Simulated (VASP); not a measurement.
LiH: G0W0 quasiparticle levels with PBE

The system is LiH.

```
Li H
1.0
     0.00501    2.00299    2.00299
     2.00299    0.00501    2.00299
     2.00800    2.00800    0.00000
Li H
1 1
Cartesian
  0.0000 0.0000 0.0000
  2.0080 2.0080 2.0030
```

| Property | Result |
| --- | --- |
| Program | VASP 6.6.1 |
| Task | G0W0 quasiparticle levels |
| Functional | PBE |
| Potentials or basis | VASP PAW PBE potentials, release 64 (Li_GW, H_GW) |
| Cutoff | 500 eV |
| k mesh | 6 × 6 × 6 |
| Occupations | gaussian, width 0.01 eV |
| Spin | no spin polarisation |
| Dipole correction | no |
| GW scheme | G0W0 |
| GW iterations | 1 |
| Cutoff of the response function | 150 |
| Frequency points | 96 |
| Empty bands | 67 |
| Further INCAR settings | ALGO = EVGW0; EDIFF = 1e-08; NBANDS = 68 |

```json
{"Quasiparticle gap": "4.92 eV", "Least direct quasiparticle gap": "4.92 eV", "Band gap of the starting levels on the mesh": "2.98 eV", "Least direct gap of the starting levels on the mesh": "2.98 eV"}
```

Wall time 2.2 min on 1 thread of Intel(R) Xeon(R) 6975P-C (Granite Rapids) (shared host), peak memory 0.34 GiB.

Caveat: the k points lie up to 0.45 Å⁻¹ apart; bands, screening cutoff and mesh are small and nothing is extrapolated, so the quasiparticle values aren't converged.
